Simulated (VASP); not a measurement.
Input of a VASP 6.6.1 run:

INCAR

```
SYSTEM = B13P10
PREC = Accurate
ENCUT = 520
EDIFF = 1E-6
ISMEAR = -1
SIGMA = 0.1379
LREAL = Auto
LASPH = .TRUE.
NELM = 60
ALGO = Normal
ISIF = 2
LWAVE = .FALSE.
LCHARG = .FALSE.
GGA = PE
ISYM = 0
NBANDS = 62
```

File KPOINTS:

```
Automatic mesh
0
Gamma
  1 1 1
  0.25 0.25 0.25
```

Contents of POSCAR:

```
B13P10
1.0
    6.5660210000      0.0873340000     -0.1704000000
    0.0873340000      6.7396190000      0.1358200000
   -0.1704000000      0.1358200000      7.0462260000
P B
10 13
Direct
    0.6989558536      0.5204188083      0.2443079167
    0.7300954230     -0.0447696800      0.2838788989
   -0.1069615238      1.0161864430      0.5485857697
    0.5746268355      0.7545262924      0.8530614334
    0.6562551462      0.1898289178      0.6648802229
    0.2731545279      0.5950907169      0.5339907222
    0.2235849602      0.0469076270      0.9564857675
    0.1033735967      0.7124400680      0.9652138962
    0.2452802215      0.3392832676      0.2801998256
    0.6190367538      0.2482464067      0.0593936436
    0.8012689148      0.3584886626      0.8376747060
    0.7825154024      0.4215991671      0.4783245706
    0.2723018259      0.3699182814      0.7732919623
    0.7919399795      0.7462849062      0.0741700815
    0.0353732894      0.2450959780      0.8375585275
    0.7564563312      0.5829388516      0.7086944705
    0.3577448151      0.2928771672      0.5673773648
    0.4324006166      0.4593892121      0.1203980432
    0.4312605833      0.9673088017      0.7701701481
    0.3403637903      0.5914179868      0.8859723771
    0.1688816691      0.0743114195      0.6603315675
    1.0202524733      0.4880726854      0.8505546074
    0.0434145455      0.4326993926      0.4919259767
```

Potentials or basis: VASP PAW PBE potentials, release 64 (P, B).

Command:

```bash
$ cat potpaw_PBE.64/P/POTCAR potpaw_PBE.64/B/POTCAR > POTCAR
$ mpirun -np 1 vasp_std > vasp.out
```

(1) Estimate the largest force.

(2) Estimate the pressure.

Results:

(1) 4.617 eV/Å.

(2) -3.2 GPa.

Caveat: the k points lie up to 0.96 Å⁻¹ apart.
